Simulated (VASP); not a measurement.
Al: single point with PBE

The system is Al.

```
Al
1.0
     2.68533    0.00000    0.00000
     0.00000    2.68533    0.00000
     0.00000    0.00000    2.68533
Al
1
Direct
  0.00000 0.00000 0.00000
```

This isn't the form of Al at room conditions, which is fcc.

```json
{
 "Program": "VASP 6.6.1",
 "Task": "single point",
 "Functional": "PBE",
 "Potentials or basis": "VASP PAW PBE potentials, release 64 (Al)",
 "Cutoff": "500 eV",
 "k mesh": "14 × 14 × 14",
 "Occupations": "fermi-dirac, width 0.0612256 eV",
 "Spin": "no spin polarisation",
 "Dipole correction": "no",
 "Further INCAR settings": "ALGO = Normal; EDIFF = 1e-06; NBANDS = 8"
}
```

```
Pressure               : 2.6 GPa
Band gap on the k mesh : zero (an odd number of electrons rules out a gap without spin polarisation)
```

Levels at points of the mesh, in eV from the Fermi level:
| k point | band 1 | band 2 | band 3 | band 4 |
| --- | --- | --- | --- | --- |
| (0.00, 0.00, 0.00) | -9.76 | 8.12 | 8.12 | 9.46 |
| (0.50, 0.00, 0.00) | -5.24 | -4.22 | 10.76 | 13.15 |
| (0.50, 0.50, 0.00) | -0.53 | -0.53 | -0.11 | 2.15 |
| (0.50, 0.50, 0.50) | 3.02 | 3.02 | 3.02 | 5.63 |

Run time: 7.5 s on 1 thread of AMD EPYC 7R13 Processor (Zen 3), with other jobs on the host, peak memory 0.1 GiB.
